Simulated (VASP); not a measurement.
# Li (P6_3/mmc) in VASP: a series of runs, part 2 of 2

VASP 6.6.1. The steps go on from the part before.

**4. Single point, PBEsol**

INCAR reads:

```
  PREC = Accurate
  ENCUT = 520
  EDIFF = 1E-7
  ISMEAR = -1
  SIGMA = 0.05
  LREAL = False
  LASPH = True
  NELM = 60
  ALGO = Normal
  ISIF = 2
  LWAVE = False
  LCHARG = True
  GGA = PS
  LELF = True
  LVHAR = True
  NBANDS = 10
```

KPOINTS reads:

```
regular mesh
0
Gamma
  16 16 9
```

POSCAR reads:

```
Li
1.0
    2.7269846312      0.0000000000      0.0000000000
   -1.3634923156      2.3616379663      0.0000000000
    0.0000000000      0.0000000000      4.4844332764
Li
2
Direct
    0.3333333333      0.6666666667      0.2500000000
    0.6666666667      0.3333333333      0.7500000000
```

Potentials or basis: VASP PAW PBE potentials, release 64 (Li_sv).

On the command line:

```console
$ cat potpaw_PBE.64/Li_sv/POTCAR > POTCAR
$ mpirun -np 1 vasp_std > vasp.out
```

OUTCAR:

```text
PREC = Accurate
   ENCUT = 520
   EDIFF = 1E-7
   ISMEAR = -1
   LREAL = False
   LASPH = True
   NELM = 60
   ISIF = 2
   GGA = PS

 ion  position               nearest neighbor table
   1  0.333  0.667  0.250-
   2  0.667  0.333  0.750-

  LATTYP: Found a hexagonal cell.
 ALAT       =     2.7269846312
 C/A-ratio  =     1.6444659149

  Lattice vectors:

 A1 = (   2.7269846312,   0.0000000000,   0.0000000000)
 A2 = (  -1.3634923156,   2.3616379663,   0.0000000000)
 A3 = (   0.0000000000,   0.0000000000,   4.4844332764)

Analysis of symmetry for initial positions (statically):
=====================================================================
 Subroutine PRICEL returns:
 Original cell was already a primitive cell.

 Routine SETGRP: Setting up the symmetry group for a
 hexagonal supercell.

 Subroutine GETGRP returns: Found 24 space group operations
 (whereof 12 operations were pure point group operations)
 out of a pool of 24 trial point group operations.

The static configuration has the point symmetry D_3d.
 The point group associated with its full space group is D_6h.

Analysis of symmetry for dynamics (positions and initial velocities):
=====================================================================
 Subroutine PRICEL returns:
 Original cell was already a primitive cell.

 Routine SETGRP: Setting up the symmetry group for a
 hexagonal supercell.

 Subroutine GETGRP returns: Found 24 space group operations
 (whereof 12 operations were pure point group operations)
 out of a pool of 24 trial point group operations.

The dynamic configuration has the point symmetry D_3d.
 The point group associated with its full space group is D_6h.

 Subroutine INISYM returns: Found 24 space group operations
 (whereof 12 operations are pure point group operations),
 and found     1 'primitive' translations

----------------------------------------------------------------------------------------

                                     Primitive cell

  volume of cell :      28.8804

  direct lattice vectors                    reciprocal lattice vectors
     2.726984631  0.000000000  0.000000000     0.366705404  0.211717464  0.000000000
    -1.363492316  2.361637966  0.000000000     0.000000000  0.423434927  0.000000000
     0.000000000  0.000000000  4.484433276     0.000000000  0.000000000  0.222993618

  length of vectors
     2.726984631  2.726984631  4.484433276     0.423434927  0.423434927  0.222993618

  position of ions in fractional coordinates (direct lattice)
     0.333333333  0.666666667  0.250000000
     0.666666667  0.333333333  0.750000000

  ion indices of the primitive-cell ions
   primitive index   ion index
                 1           1
                 2           2

----------------------------------------------------------------------------------------

 KPOINTS: regular mesh

Automatic generation of k-mesh.
 Grid dimensions read from file:
 generate k-points for:   16   16    9

 Generating k-lattice:

  Cartesian coordinates                     Fractional coordinates (reciprocal lattice)
     0.022919088  0.013232341  0.000000000     0.062500000 -0.000000000  0.000000000
     0.000000000  0.026464683  0.000000000     0.000000000  0.062500000  0.000000000
     0.000000000  0.000000000  0.024777069     0.000000000  0.000000000  0.111111111

  Length of vectors
     0.026464683  0.026464683  0.024777069

  Shift w.r.t. Gamma in fractional coordinates (k-lattice)
     0.000000000  0.000000000  0.000000000

 Subroutine IBZKPT returns following result:
 ===========================================

 Found    150 irreducible k-points:

 Following reciprocal coordinates:
            Coordinates               Weight
  0.000000  0.000000  0.000000      1.000000
  0.062500  0.000000  0.000000      6.000000
  0.125000  0.000000  0.000000      6.000000
  0.187500 -0.000000  0.000000      6.000000
  0.250000  0.000000  0.000000      6.000000
  0.312500  0.000000  0.000000      6.000000
[... 16 lines left out ...]
  0.187500  0.187500  0.000000      6.000000
  0.250000  0.187500  0.000000     12.000000
 [... further k-points ...]
   k-points           NKPTS =    150   k-points in BZ     NKDIM =    150   number of bands    NBANDS=     10
   number of dos      NEDOS =    301   number of ions     NIONS =      2
   total plane-waves  NPLWV =  14400
   dimension x,y,z NGX =    20 NGY =   20 NGZ =   36
   dimension x,y,z NGXF=    40 NGYF=   40 NGZF=   72
   ions per type =               2
   NGX,Y,Z   is equivalent  to a cutoff of  12.19, 12.19, 13.35 a.u.
   NGXF,Y,Z  is equivalent  to a cutoff of  24.39, 24.39, 26.69 a.u.
 SYSTEM =  unknown system
   PREC   = accura    normal or accurate (medium, high low for compatibility)
   ISTART =      0    job   : 0-new  1-cont  2-samecut
   ICHARG =      2    charge: 1-file 2-atom 10-const
   ISPIN  =      1    spin polarized calculation?
   LNONCOLLINEAR =      F non collinear calculations
   LSORBIT =      F    spin-orbit coupling
   LASPH  =      T    aspherical Exc in radial PAW
   ENCUT  =  520.0 eV  38.22 Ry    6.18 a.u.   5.07  5.07  8.34*2*pi/ulx,y,z
   NELM   =     60;   NELMIN=  2; NELMDL= -5     # of ELM steps
   EDIFF  = 0.1E-06   stopping-criterion for ELM
   LREAL  =      F    real-space projection
   EDIFFG = 0.1E-05   stopping-criterion for IOM
   NSW    =      0    number of steps for IOM
   IBRION =     -1    ionic relax: 0-MD 1-quasi-New 2-CG
   NFREE  =      0    steps in history (QN), initial steepest desc. (CG)
   ISIF   =      2    stress and relaxation
   ISYM   =      2    0-nonsym 1-usesym 2-fastsym
   POTIM  = 0.5000    time-step for ionic-motion
   TEBEG  =    0.0;   TEEND  =   0.0 temperature during run
   PSTRESS=    0.0 pullay stress
   NELECT =       6.0000    total number of electrons
   NUPDOWN=      -1.0000    fix difference up-down
   EMIN   =  10.00;   EMAX   =-10.00  energy-range for DOS
   EFERMI =   0.00;   METHOD = LEGACY
   ISMEAR =    -1;   SIGMA  =   0.05  broadening in eV -4-tet -1-fermi 0-gaus
   EFERMI_NEDOS =   21; number of points for ismear=-14 and -15
   IALGO  =     38    algorithm
   IMIX   =      4    mixing-type and parameters
     AMIX     =   0.40;   BMIX     =  1.00
     AMIX_MAG =   1.60;   BMIX_MAG =  1.00
  volume/ion in A,a.u.               =      14.44        97.45
  Fermi-wavevector in a.u.,A,eV,Ry     =   0.969596  1.832270 12.791055  0.940116
  Thomas-Fermi vector in A             =   2.099661
   LORBIT       =      0    0 simple, 1 ext, 2 COOP (PROOUT), +10 PAW based schemes
   GGA     = PS    functional components
   LHFCALC =     F    Hartree Fock is set to
   AEXX    =    0.0000 exact exchange contribution
   IVDW    =     0    specifies the selected vdW correction
   LEPSILON=     F    determine dielectric tensor
   LRPA    =     F    only Hartree local field effects (RPA)
 non-spin polarized calculation
  energy-cutoff  :      520.00
  volume of cell :       28.88
 maximum number of plane-waves:       791
   NGX = 11   NGY = 11   NGZ = 17

 number of electron       6.0000005 magnetization

 Free energy of the ion-electron system (eV)
  ---------------------------------------------------
  ext. energy  EPLUGINS =         0.00000000
  ---------------------------------------------------
  free energy    TOTEN  =        -3.71108116 eV

  energy without entropy =       -3.70516558  energy(sigma->0) =       -3.70812337

 E-fermi :   1.7022     XC(G=0):  -7.9015

 val. band max:        1.6842829149   @ k =   0.2500   0.2500   0.3333
 cond. band min:       1.7147620092   @ k =   0.3125   0.1875   0.3333
 fundamental gap:      0.0304790942
 Fermi energy:         1.7021652707

 k-point     1 :       0.0000    0.0000    0.0000
  band No.  band energies     occupation
      1     -43.6874      2.00000
      2     -43.6202      2.00000
      3      -2.2169      2.00000
      4       1.4736      1.97951
      5       5.9022      0.00000
      6      17.5391      0.00000
      7      17.5391      0.00000
      8      19.2384      0.00000
      9      19.2384      0.00000
     10      19.8780      0.00000
[... 287 lines left out ...]
 k-point    24 :       0.2500    0.1875    0.0000
  band No.  band energies     occupation
      1     -43.6280      2.00000
      2     -43.5979      2.00000
      3       0.3519      2.00000
      4       5.2788      0.00000
      5       5.6007      0.00000
      6       7.8619      0.00000
      7      10.7687      0.00000
      8      13.3107      0.00000
      9      15.7764      0.00000
     10      16.2186      0.00000

 [... further k-points ...]
[... 5 lines left out ...]
  --------------------------------------------------------------------------------------
  -------------------------------------------------------------------------------------
  Total        1.4128222      1.4128222      1.4092384      0.0000000      0.0000000      0.0000000
  in kB       78.3780590     78.3780590     78.1792438      0.0000000      0.0000000      0.0000000
  external PRESSURE =      78.3117872 kB  Pullay stress =       0.0000000 kB

 VOLUME and BASIS-vectors are now :
 -----------------------------------------------------------------------------
  energy-cutoff  :      520.00
  volume of cell :       28.88
      direct lattice vectors                 reciprocal lattice vectors
     2.726984631  0.000000000  0.000000000     0.366705404  0.211717464  0.000000000
    -1.363492316  2.361637966  0.000000000     0.000000000  0.423434927  0.000000000
     0.000000000  0.000000000  4.484433276     0.000000000  0.000000000  0.222993618

 POSITION                                       TOTAL-FORCE (eV/Angst)
 -----------------------------------------------------------------------------------
     -0.00000      1.57443      1.12111        -0.000000      0.000000      0.000000
      1.36349      0.78721      3.36332         0.000000     -0.000000      0.000000
 -----------------------------------------------------------------------------------
    total drift:                               -0.000000      0.000000     -0.000000

  FREE ENERGIE OF THE ION-ELECTRON SYSTEM (eV)
  ---------------------------------------------------
  free  energy   TOTEN  =        -3.7110811589 eV

  energy  without entropy=       -3.7051655848  energy(sigma->0) =       -3.70812337
```

OSZICAR:

```text
N       E                     dE             d eps       ncg     rms          rms(c)
DAV:   1     0.191992156844E+02    0.19199E+02   -0.32295E+03  3024   0.601E+02
DAV:   2    -0.179796116399E+01   -0.20997E+02   -0.20098E+02  3982   0.114E+02
DAV:   3    -0.365513233404E+01   -0.18572E+01   -0.18332E+01  4568   0.301E+01
DAV:   4    -0.370680591533E+01   -0.51674E-01   -0.51625E-01  4066   0.377E+00
DAV:   5    -0.370701798016E+01   -0.21206E-03   -0.21206E-03  3906   0.292E-01    0.423E-01
DAV:   6    -0.370863765072E+01   -0.16197E-02   -0.26924E-03  3802   0.298E-01    0.274E-01
DAV:   7    -0.371103922764E+01   -0.24016E-02   -0.81107E-03  3372   0.510E-01    0.656E-02
DAV:   8    -0.371108745785E+01   -0.48230E-04   -0.63099E-04  4004   0.190E-01    0.803E-03
DAV:   9    -0.371108396252E+01    0.34953E-05   -0.16101E-05  3878   0.368E-02    0.184E-03
DAV:  10    -0.371108119314E+01    0.27694E-05   -0.52851E-07  4570   0.588E-03    0.190E-03
DAV:  11    -0.371108115888E+01    0.34260E-07   -0.48904E-08  3036   0.227E-03
   1 F= -.37110812E+01 E0= -.37081234E+01  d E =-.591557E-02
```

stdout:

```text
POSCAR found type information on POSCAR Li
 POSCAR found :  1 types and       2 ions
 scaLAPACK will be used
 -----------------------------------------------------------------------------
|                                                                             |
|                                                                             |
|     You enforced a specific xc type in the INCAR file but a different       |
|     I HOPE YOU KNOW WHAT YOU ARE DOING!                                     |
|                                                                             |
 -----------------------------------------------------------------------------

 LDA part: xc-table for (Slater+PW92), standard interpolation
 POSCAR, INCAR and KPOINTS ok, starting setup
 FFT: planning ... GRIDC
 FFT: planning ... GRID_SOFT
 FFT: planning ... GRID
 WAVECAR not read
 entering main loop
```

It took 16 s on 1 thread of Intel Xeon 6975P-C (Granite Rapids), shared host; peak memory 0.15 GiB.

Results:

* Free energy: -3.7111 eV
* Band gap on the k mesh: zero (band 3 reaches 3.85 eV, above the bottom of band 4 at -0.74 eV)

Caveat: the cutoff is under 1.25 times the usual one of these potentials, so pressure, stress and relaxed cells hold a basis-set (Pulay) error; the PAW data sets were made with another functional, which shifts forces and pressure a little.

**5. Overview**

| task | cell | cutoff (eV) | gap on the mesh (eV) | pressure (GPa) |
| --- | --- | --- | --- | --- |
| relaxation of cell and atoms | relaxed to 8 GPa from a = 2.740, b = 2.740, c = 4.438 Å, angles 90.0, 90.0, 120.0°, 2 atoms | 600 | none | 8.0 |
| relaxation of cell and atoms | relaxed to 8 GPa from a = 2.727, b = 2.727, c = 4.484 Å, angles 90.0, 90.0, 120.0°, 2 atoms | 600 | none | 8.0 |
| single point | a = 2.727, b = 2.727, c = 4.484 Å, angles 90.0, 90.0, 120.0°, 2 atoms | 520 | none | - |

Alike in all rows: level PBEsol; potentials or basis VASP PAW PBE potentials, release 64 (Li_sv); no spin polarisation; k mesh 16 × 16 × 9; smearing fermi-dirac 0.05 eV.

Caveats: the cutoff is under 1.25 times the usual one of these potentials, so pressure, stress and relaxed cells hold a basis-set (Pulay) error; the PAW data sets were made with another functional, which shifts forces and pressure a little; the cell is relaxed towards a set pressure, so the enthalpy falls and the energy may rise (some runs).

Total energies depend on the potentials used, so only differences within one code and one set of settings carry meaning.
